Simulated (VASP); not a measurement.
KF, 2 atoms in the cell. The structure is cubic, space group Fm-3m (No. 225). Conventional cell: a = 4.507 Å, b = 4.507 Å, c = 4.507 Å, α = 90.00°, β = 90.00°, γ = 90.00°. K (site symmetry m-3m) has 6 F at 2.25 Å within 3.0 Å. F (site symmetry m-3m) has 6 K at 2.25 Å within 3.0 Å. 

```yaml
Program: VASP 6.6.1
Task: relaxation of the atoms
Functional: PBE
Potentials_or_basis: VASP PAW PBE potentials, release 64 (K_sv, F)
Cutoff: 520 eV
k_mesh: 9 × 9 × 9
Occupations: fermi-dirac, width 0.03 eV
Spin: no spin polarisation
Dipole_correction: no
Further_INCAR_settings: ALGO = Normal; EDIFF = 1e-07; IBRION = 2; EDIFFG = -0.01; NSW = 50
```

Potentials or basis: VASP PAW PBE potentials, release 64 (K_sv, F).

The run is started by

```console
$ cat potpaw_PBE.64/K_sv/POTCAR potpaw_PBE.64/F/POTCAR > POTCAR
$ mpirun -np 1 vasp_std > vasp.out
```

Hardware: 1 thread of AMD EPYC 7R43 64-Core Processor (Zen 3), with other jobs on the host.

Problem. Estimate the wall time of this run.

Solution. Wall time 9.6 s on 1 thread of AMD EPYC 7R43 64-Core Processor (Zen 3) (shared host), peak memory 0.11 GiB. Counts: scf iterations 15, k points 35, ion steps 1.
